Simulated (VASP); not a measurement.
Here is a VASP 6.6.1 calculation.

The input INCAR:

```
PREC = Accurate
ENCUT = 520
EDIFF = 1E-6
ISMEAR = 0
SIGMA = 0.15
LREAL = F
LASPH = T
NELM = 100
ALGO = Normal
ISIF = 2
LWAVE = F
LCHARG = F
GGA = PE
NBANDS = 15
```

File KPOINTS:

```
Automatic mesh
0
Gamma
  18 18 18
```

File POSCAR:

```
ZrC
1.0
    0.0000000000      2.1621932000      2.3502100000
    2.1621932000      0.0000000000      2.3502100000
    2.1621932000      2.1621932000      0.0000000000
Zr C
1 1
Direct
    0.5000000000      0.5000000000      0.5000000000
    0.0000000000      0.0000000000      0.0000000000
```

Potentials or basis: VASP PAW PBE potentials, release 64 (Zr_sv, C).

The run is started by

```sh
$ cat potpaw_PBE.64/Zr_sv/POTCAR potpaw_PBE.64/C/POTCAR > POTCAR
$ mpirun -np 1 vasp_std > vasp.out
```

Task: Estimate the pressure.

Result: 58.2 GPa.

Task: Estimate the band gap on the k mesh.

Result: Zero (bands 8 and 9 overlap by 1.65 eV).

Stress tensor (GPa, compression positive):
```
76.51  0.00  0.00
 0.00 76.51  0.00
 0.00  0.00 21.51
```

Caveat: the cell differs from its parent crystal (strain -0.080 along x and y, +0.000 along z); the stress differs along the axes, from 22 to 77 GPa.
